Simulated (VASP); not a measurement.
The system is WC (wurtzite type).

```
W C
1.0
     3.48460    0.00000    0.00000
    -1.74230    3.01775    0.00000
     0.00000    0.00000    5.67990
W C
2 2
Direct
  0.33333 0.66667 0.00000
  0.66667 0.33333 0.50000
  0.33333 0.66667 0.37600
  0.66667 0.33333 0.87600
```

```yaml
Program: VASP 6.6.1
Task: relaxation of cell and atoms
Functional: PBE
Potentials_or_basis: VASP PAW PBE potentials, release 64 (W_sv, C)
Cutoff: 600 eV
k_mesh: 12 × 12 × 7
Occupations: fermi-dirac, width 0.05 eV
Spin: no spin polarisation
```

At the start: pressure -26.3 GPa; volume 14.93 Å³/atom.

Problem. Where does the relaxation end?

Solution. Over 33 steps the energy falls by 287.3 meV/atom and the volume is 12.71 Å³/atom (-14.9 %); space group P6_3mc (No. 186, to 0.05 Å).

Step by step:
```tsv
step	energy change (eV)	largest force (eV/Å)	pressure (GPa)	volume (Å³)
1	0.0000	0.6300	-26.30	59.73
2	2.2258	1.2076	102.63	40.95
3	-0.7169	0.4952	-2.32	52.61
4	-0.7215	0.4719	-0.28	52.19
5	-0.7219	0.4633	0.46	52.04
6	-0.7536	0.0948	0.40	52.08
7	-0.7678	0.5227	0.60	52.12
8	-0.7721	0.5534	0.54	52.13
9	-0.7848	0.6552	0.38	52.15
10	-0.8070	0.8996	0.05	52.20
11	-0.8212	1.5882	-0.55	52.27
12	-0.8534	1.5724	-1.13	52.29
13	-0.9325	1.6200	-2.85	52.32
14	-0.9774	1.8586	-6.02	52.31
15	-0.9805	1.7952	-5.35	52.32
16	-1.0417	1.3794	-4.94	52.10
17	-1.1408	0.2349	-2.81	51.43
18	-1.1461	0.0839	-1.97	51.23
19	-1.1476	0.0697	-1.23	51.09
20	-1.1485	0.0406	0.33	50.81
21	-1.1486	0.0459	0.05	50.86
22	-1.1487	0.0355	0.04	50.86
23	-1.1489	0.0039	-0.02	50.85
24	-1.1488	0.0603	-0.10	50.85
25	-1.1489	0.0262	-0.06	50.85
26	-1.1490	0.0100	-0.05	50.84
27	-1.1490	0.0020	-0.06	50.83
28	-1.1490	0.0148	-0.05	50.82
29	-1.1490	0.0010	-0.06	50.83
30	-1.1490	0.0014	-0.06	50.83
31	-1.1490	0.0082	-0.06	50.83
32	-1.1490	0.0023	-0.05	50.83
33	-1.1490	0.0011	-0.01	50.82
```

Final structure:
```cif
data_structure
_symmetry_space_group_name_H-M 'P 1'
_symmetry_Int_Tables_number 1
_cell_length_a 3.1273
_cell_length_b 3.1273
_cell_length_c 6.0002
_cell_angle_alpha 90.000
_cell_angle_beta 90.000
_cell_angle_gamma 120.000
_cell_volume 50.82
loop_
_atom_site_label
_atom_site_type_symbol
_atom_site_fract_x
_atom_site_fract_y
_atom_site_fract_z
_atom_site_occupancy
W1 W 0.33333 0.66667 0.02241 1
W2 W 0.66667 0.33333 0.52241 1
C1 C 0.33333 0.66667 0.35359 1
C2 C 0.66667 0.33333 0.85359 1
```
